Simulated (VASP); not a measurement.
# InP (F-43m) in VASP: further runs

The runs below take InP through single point, with PBE.

All numbers are computed with VASP 6.6.1; they aren't measurements. Logs are shortened: lines on timing, memory, paths and dates and some standing lists are left out, and cuts for length are marked.

## Step 1: The cell of the first run

It takes space group F-43m (No. 216, cubic). Conventional cell: a = 6.013 Å, b = 6.013 Å, c = 6.013 Å, α = 90.00°, β = 90.00°, γ = 90.00°. In (site symmetry -43m) has 4 P at 2.60 Å within 3.4 Å. Within 3.4 Å of P (site symmetry -43m) lie 4 In at 2.60 Å.

## Step 2: Single point, PBE

The input, INCAR:

```
SYSTEM = InP
PREC = Accurate
ENCUT = 500
EDIFF = 1E-6
ISMEAR = 0
SIGMA = 0.01
LREAL = .False.
LASPH = .True.
NELM = 120
ALGO = Normal
ISIF = 2
LWAVE = .False.
LCHARG = .False.
GGA = PE
NBANDS = 16
GGA_COMPAT = .False.
```

The input, KPOINTS:

```
regular mesh
0
Gamma
  8 8 8
  0 0 0
```

The input, POSCAR:

```
InP
1.0
    0.0000000000      3.0066507070      3.0066507070
    3.0066507070      0.0000000000      3.0066507070
    3.0066507070      3.0066507070      0.0000000000
In P
1 1
Direct
    0.0000000000      0.0000000000      0.0000000000
    0.2500000000      0.2500000000      0.2500000000
```

Potentials or basis: VASP PAW PBE potentials, release 64 (In_d, P).

Started as:

```console
$ cat potpaw_PBE.64/In_d/POTCAR potpaw_PBE.64/P/POTCAR > POTCAR
$ mpirun -np 1 vasp_std > vasp.out
```

OUTCAR:

```text
SYSTEM = InP
   PREC = Accurate
   ENCUT = 500
   EDIFF = 1E-6
   ISMEAR = 0
   LREAL = .False.
   LASPH = .True.
   NELM = 120
   ISIF = 2
   GGA = PE

 ion  position               nearest neighbor table
   1  0.000  0.000  0.000-   2 2.60   2 2.60   2 2.60   2 2.60
   2  0.250  0.250  0.250-   1 2.60   1 2.60   1 2.60   1 2.60

  LATTYP: Found a face centered cubic cell.
 ALAT       =     6.0133014140

  Lattice vectors:

 A1 = (   0.0000000000,   3.0066507070,   3.0066507070)
 A2 = (   3.0066507070,   0.0000000000,   3.0066507070)
 A3 = (   3.0066507070,   3.0066507070,   0.0000000000)

Analysis of symmetry for initial positions (statically):
=====================================================================
 Subroutine PRICEL returns:
 Original cell was already a primitive cell.

 Routine SETGRP: Setting up the symmetry group for a
 face centered cubic supercell.

 Subroutine GETGRP returns: Found 24 space group operations
 (whereof 24 operations were pure point group operations)
 out of a pool of 48 trial point group operations.

The static configuration has the point symmetry T_d .

Analysis of symmetry for dynamics (positions and initial velocities):
=====================================================================
 Subroutine PRICEL returns:
 Original cell was already a primitive cell.

 Routine SETGRP: Setting up the symmetry group for a
 face centered cubic supercell.

 Subroutine GETGRP returns: Found 24 space group operations
 (whereof 24 operations were pure point group operations)
 out of a pool of 48 trial point group operations.

The dynamic configuration has the point symmetry T_d .

 Subroutine INISYM returns: Found 24 space group operations
 (whereof 24 operations are pure point group operations),
 and found     1 'primitive' translations

----------------------------------------------------------------------------------------

                                     Primitive cell

  volume of cell :      54.3599

  direct lattice vectors                    reciprocal lattice vectors
     0.000000000  3.006650707  3.006650707    -0.166298000  0.166298000  0.166298000
     3.006650707  0.000000000  3.006650707     0.166298000 -0.166298000  0.166298000
     3.006650707  3.006650707  0.000000000     0.166298000  0.166298000 -0.166298000

  length of vectors
     4.252046207  4.252046207  4.252046207     0.288036586  0.288036586  0.288036586

  position of ions in fractional coordinates (direct lattice)
     0.000000000  0.000000000  0.000000000
     0.250000000  0.250000000  0.250000000

  ion indices of the primitive-cell ions
   primitive index   ion index
                 1           1
                 2           2

----------------------------------------------------------------------------------------

 KPOINTS: regular mesh

Automatic generation of k-mesh.
 Grid dimensions read from file:
 generate k-points for:    8    8    8

 Generating k-lattice:

  Cartesian coordinates                     Fractional coordinates (reciprocal lattice)
    -0.020787250  0.020787250  0.020787250     0.125000000  0.000000000  0.000000000
     0.020787250 -0.020787250  0.020787250     0.000000000  0.125000000  0.000000000
     0.020787250  0.020787250 -0.020787250     0.000000000  0.000000000  0.125000000

  Length of vectors
     0.036004573  0.036004573  0.036004573

  Shift w.r.t. Gamma in fractional coordinates (k-lattice)
     0.000000000  0.000000000  0.000000000

 Subroutine IBZKPT returns following result:
 ===========================================

 Found     29 irreducible k-points:

 Following reciprocal coordinates:
            Coordinates               Weight
  0.000000  0.000000  0.000000      1.000000
  0.125000  0.000000  0.000000      8.000000
  0.250000  0.000000  0.000000      8.000000
  0.375000  0.000000  0.000000      8.000000
  0.500000  0.000000  0.000000      4.000000
  0.125000  0.125000  0.000000      6.000000
[... 16 lines left out ...]
  0.500000  0.250000  0.125000     48.000000
 -0.375000  0.250000  0.125000     24.000000
 [... further k-points ...]
   k-points           NKPTS =     29   k-points in BZ     NKDIM =     29   number of bands    NBANDS=     16
   number of dos      NEDOS =    301   number of ions     NIONS =      2
   total plane-waves  NPLWV =  32768
   dimension x,y,z NGX =    32 NGY =   32 NGZ =   32
   dimension x,y,z NGXF=    64 NGYF=   64 NGZF=   64
   ions per type =               1   1
   NGX,Y,Z   is equivalent  to a cutoff of  12.51, 12.51, 12.51 a.u.
   NGXF,Y,Z  is equivalent  to a cutoff of  25.02, 25.02, 25.02 a.u.
 SYSTEM =  InP
   PREC   = accura    normal or accurate (medium, high low for compatibility)
   ISTART =      0    job   : 0-new  1-cont  2-samecut
   ICHARG =      2    charge: 1-file 2-atom 10-const
   ISPIN  =      1    spin polarized calculation?
   LNONCOLLINEAR =      F non collinear calculations
   LSORBIT =      F    spin-orbit coupling
   LASPH  =      T    aspherical Exc in radial PAW
   ENCUT  =  500.0 eV  36.75 Ry    6.06 a.u.   7.75  7.75  7.75*2*pi/ulx,y,z
   NELM   =    120;   NELMIN=  2; NELMDL= -5     # of ELM steps
   EDIFF  = 0.1E-05   stopping-criterion for ELM
   LREAL  =      F    real-space projection
   EDIFFG = 0.1E-04   stopping-criterion for IOM
   NSW    =      0    number of steps for IOM
   IBRION =     -1    ionic relax: 0-MD 1-quasi-New 2-CG
   NFREE  =      0    steps in history (QN), initial steepest desc. (CG)
   ISIF   =      2    stress and relaxation
   ISYM   =      2    0-nonsym 1-usesym 2-fastsym
   POTIM  = 0.5000    time-step for ionic-motion
   TEBEG  =    0.0;   TEEND  =   0.0 temperature during run
   PSTRESS=    0.0 pullay stress
   NELECT =      18.0000    total number of electrons
   NUPDOWN=      -1.0000    fix difference up-down
   EMIN   =  10.00;   EMAX   =-10.00  energy-range for DOS
   EFERMI =   0.00;   METHOD = LEGACY
   ISMEAR =     0;   SIGMA  =   0.01  broadening in eV -4-tet -1-fermi 0-gaus
   EFERMI_NEDOS =   21; number of points for ismear=-14 and -15
   IALGO  =     38    algorithm
   IMIX   =      4    mixing-type and parameters
     AMIX     =   0.40;   BMIX     =  1.00
     AMIX_MAG =   1.60;   BMIX_MAG =  1.00
  volume/ion in A,a.u.               =      27.18       183.42
  Fermi-wavevector in a.u.,A,eV,Ry     =   1.132590  2.140285 17.453008  1.282760
  Thomas-Fermi vector in A             =   2.269291
   LORBIT       =      0    0 simple, 1 ext, 2 COOP (PROOUT), +10 PAW based schemes
   GGA     = PE    functional components
   LHFCALC =     F    Hartree Fock is set to
   AEXX    =    0.0000 exact exchange contribution
   IVDW    =     0    specifies the selected vdW correction
   LEPSILON=     F    determine dielectric tensor
   LRPA    =     F    only Hartree local field effects (RPA)
 non-spin polarized calculation
 Gauss-broadening in eV      SIGMA  =   0.01
  energy-cutoff  :      500.00
  volume of cell :       54.36
 maximum number of plane-waves:      1411
   NGX = 15   NGY = 15   NGZ = 15

 number of electron      17.9999995 magnetization

 Free energy of the ion-electron system (eV)
  ---------------------------------------------------
  ext. energy  EPLUGINS =         0.00000000
  ---------------------------------------------------
  free energy    TOTEN  =        -8.39914031 eV

  energy without entropy =       -8.39914031  energy(sigma->0) =       -8.39914031

 E-fermi :   4.4352     XC(G=0):  -8.9460

 val. band max:        4.3834701919   @ k =   0.0000   0.0000   0.0000
 cond. band min:       4.6750879192   @ k =   0.0000   0.0000   0.0000
 fundamental gap:      0.2916177272
 Fermi energy:         4.4351803287

 k-point     1 :       0.0000    0.0000    0.0000
  band No.  band energies     occupation
      1      -9.6724      2.00000
      2      -9.6724      2.00000
      3      -9.6724      2.00000
      4      -9.5553      2.00000
      5      -9.5553      2.00000
      6      -6.6350      2.00000
[... 8 lines left out ...]
     15      13.7069      0.00000
     16      13.7069      0.00000

 k-point     2 :       0.1250    0.0000    0.0000
  band No.  band energies     occupation
      1      -9.6857      2.00000
      2      -9.6667      2.00000
      3      -9.6667      2.00000
      4      -9.5552      2.00000
      5      -9.5552      2.00000
      6      -6.4777      2.00000
[... 8 lines left out ...]
     15      13.1150      0.00000
     16      13.3802      0.00000

 k-point     3 :       0.2500    0.0000    0.0000
  band No.  band energies     occupation
      1      -9.7169      2.00000
      2      -9.6545      2.00000
      3      -9.6545      2.00000
      4      -9.5531      2.00000
      5      -9.5531      2.00000
      6      -6.0402      2.00000
[... 8 lines left out ...]
     15      12.8972      0.00000
     16      13.3579      0.00000

 k-point     4 :       0.3750    0.0000    0.0000
  band No.  band energies     occupation
      1      -9.7469      2.00000
      2      -9.6453      2.00000
      3      -9.6453      2.00000
      4      -9.5480      2.00000
      5      -9.5480      2.00000
      6      -5.4666      2.00000
[... 8 lines left out ...]
     15      13.7532      0.00000
     16      13.7532      0.00000
[... 324 lines left out ...]
 k-point    22 :       0.3750    0.2500    0.1250
  band No.  band energies     occupation
      1      -9.7464      2.00000
      2      -9.6397      2.00000
      3      -9.6349      2.00000
      4      -9.5661      2.00000
      5      -9.5436      2.00000
      6      -5.6766      2.00000
[... 8 lines left out ...]
     15      14.3623      0.00000
     16      15.6203      0.00000

 k-point    23 :       0.5000    0.2500    0.1250
  band No.  band energies     occupation
      1      -9.7644      2.00000
      2      -9.6356      2.00000
      3      -9.6238      2.00000
      4      -9.5632      2.00000
      5      -9.5433      2.00000
      6      -5.1553      2.00000
[... 8 lines left out ...]
     15      14.8774      0.00000
     16      15.5713      0.00000

 k-point    24 :      -0.3750    0.2500    0.1250
  band No.  band energies     occupation
      1      -9.7709      2.00000
      2      -9.6351      2.00000
      3      -9.6199      2.00000
      4      -9.5587      2.00000
      5      -9.5452      2.00000
      6      -4.8762      2.00000
[... 8 lines left out ...]
     15      14.8704      0.00000
     16      15.4234      0.00000

 [... further k-points ...]
[... 5 lines left out ...]
  --------------------------------------------------------------------------------------
  -------------------------------------------------------------------------------------
  Total       -0.5286968     -0.5286968     -0.5286968     -0.0000000      0.0000000     -0.0000000
  in kB      -15.5825427    -15.5825427    -15.5825427     -0.0000000      0.0000000     -0.0000000
  external PRESSURE =     -15.5825427 kB  Pullay stress =       0.0000000 kB

 VOLUME and BASIS-vectors are now :
 -----------------------------------------------------------------------------
  energy-cutoff  :      500.00
  volume of cell :       54.36
      direct lattice vectors                 reciprocal lattice vectors
     0.000000000  3.006650707  3.006650707    -0.166298000  0.166298000  0.166298000
     3.006650707  0.000000000  3.006650707     0.166298000 -0.166298000  0.166298000
     3.006650707  3.006650707  0.000000000     0.166298000  0.166298000 -0.166298000

 POSITION                                       TOTAL-FORCE (eV/Angst)
 -----------------------------------------------------------------------------------
      0.00000      0.00000      0.00000        -0.000000     -0.000000     -0.000000
      1.50333      1.50333      1.50333         0.000000      0.000000      0.000000
 -----------------------------------------------------------------------------------
    total drift:                               -0.000000     -0.000000     -0.000000

  FREE ENERGIE OF THE ION-ELECTRON SYSTEM (eV)
  ---------------------------------------------------
  free  energy   TOTEN  =        -8.3991403110 eV

  energy  without entropy=       -8.3991403110  energy(sigma->0) =       -8.39914031
```

Run time: 13 s. Hardware: 1 thread of Intel Xeon Platinum 8488C (Sapphire Rapids), shared host; peak memory 0.18 GiB.

What came out:

| Item | Value |
| --- | --- |
| Free energy | -8.3991 eV |
| Pressure | -1.6 GPa |
| Band gap on the k mesh | 0.29 eV |

Levels at points of the mesh, in eV from the valence-band top:
```tsv
k point	band 7	band 8	band 9	band 10	band 11	band 12
(0.00, 0.00, 0.00)	0.00	0.00	0.00	0.29	4.08	4.08
(0.50, 0.00, 0.00)	-5.34	-0.86	-0.86	1.31	4.79	4.79
(0.50, 0.50, 0.00)	-5.43	-2.07	-2.07	1.89	2.25	8.75
```

Caveat: spin-orbit coupling is left out, which moves the levels of the heavy elements.

[end of part 1 of 2]
